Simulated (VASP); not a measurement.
Input of a VASP 6.6.1 run:

The input POSCAR:

```
AlN
1.0
    0.0000000000      2.1848764127      2.1848764127
    2.1848764127      0.0000000000      2.1848764127
    2.1848764127      2.1848764127      0.0000000000
Al N
1 1
Direct
    0.0000000000      0.0000000000      0.0000000000
    0.2500000000      0.2500000000      0.2500000000
```

The input INCAR.step1:

```
SYSTEM = AlN
PREC = Accurate
ENCUT = 520
ISMEAR = -1
SIGMA = 0.02
LREAL = .False.
LASPH = .True.
NELM = 80
NBANDS = 11
GGA = PE
ALGO = Normal
EDIFF = 1E-4
LWAVE = .True.
LCHARG = .False.
```

Contents of INCAR.step2:

```
SYSTEM = AlN
PREC = Accurate
ENCUT = 520
EDIFF = 1E-7
ISMEAR = -1
SIGMA = 0.02
LREAL = .False.
LASPH = .True.
NELM = 80
ALGO = Normal
ISIF = 2
LWAVE = .False.
LCHARG = .False.
METAGGA = R2SCAN
LMIXTAU = .True.
NBANDS = 11
ISTART = 1
```

File KPOINTS:

```
regular mesh
0
Gamma
  10 10 10
  0 0 0
```

Potentials or basis: VASP PAW PBE potentials, release 64 (Al, N).

Run with:

```sh
$ cat potpaw_PBE.64/Al/POTCAR potpaw_PBE.64/N/POTCAR > POTCAR
$ cp INCAR.step1 INCAR
$ mpirun -np 1 vasp_std > vasp.out
$ cp INCAR.step2 INCAR
$ mpirun -np 1 vasp_std > vasp.out
```

Q: Predict the pressure.

A: -0.4 GPa.

Q: Predict the band gap on the k mesh.

A: 3.93 eV, indirect (least direct gap 4.88 eV).

Caveat: the PAW data sets were made with another functional, which shifts forces and pressure a little. A k mesh can miss the band edges.
